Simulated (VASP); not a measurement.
Si2Mo:

```
Mo Si
1.0
     4.58547    0.00000    0.00000
    -2.29274    3.97113    0.00000
     0.00000    0.00000    6.57976
Mo Si
3 6
Direct
  0.50000 0.50000 0.83333
  0.00000 0.50000 0.16667
  0.50000 0.00000 0.50000
  0.16387 0.32775 0.50000
  0.67225 0.83613 0.16667
  0.83613 0.16387 0.83333
  0.83613 0.67225 0.50000
  0.32775 0.16387 0.16667
  0.16387 0.83613 0.83333
```

| Property | Result |
| --- | --- |
| Program | VASP 6.6.1 |
| Task | relaxation of cell and atoms |
| Functional | PBE |
| Potentials or basis | VASP PAW PBE potentials, release 64 (Mo_sv, Si) |
| Cutoff | 600 eV |
| k mesh | 7 × 7 × 4 |
| Occupations | fermi-dirac, width 0.05 eV |
| Spin | no spin polarisation |

At the start: pressure 3.7 GPa; volume 13.31 Å³/atom.

How do energy, volume and symmetry change on relaxing?

Over 5 steps the energy falls by 2.6 meV/atom and the volume is 13.54 Å³/atom (+1.7 %); space group P6_222 (No. 180, to 0.1 Å) before and after.

Step by step:
| step | energy change (eV) | largest force (eV/Å) | pressure (GPa) | volume (Å³) |
| --- | --- | --- | --- | --- |
| 1 | 0.0000 | 0.0054 | 3.66 | 119.81 |
| 2 | 0.0318 | 0.0172 | -5.21 | 125.17 |
| 3 | -0.0230 | 0.0100 | -0.02 | 121.88 |
| 4 | -0.0230 | 0.0097 | 0.03 | 121.84 |
| 5 | -0.0232 | 0.0014 | 0.05 | 121.85 |

Final structure:
```
CELL_PARAMETERS angstrom
4.61410 0.00000 0.00000
-2.30705 3.99592 0.00000
0.00000 0.00000 6.60868
ATOMIC_POSITIONS crystal
Mo 0.50000 0.50000 0.83333
Mo 0.00000 0.50000 0.16667
Mo 0.50000 0.00000 0.50000
Si 0.16394 0.32787 0.50000
Si 0.67213 0.83606 0.16667
Si 0.83606 0.16394 0.83333
Si 0.83606 0.67213 0.50000
Si 0.32787 0.16394 0.16667
Si 0.16394 0.83606 0.83333
```
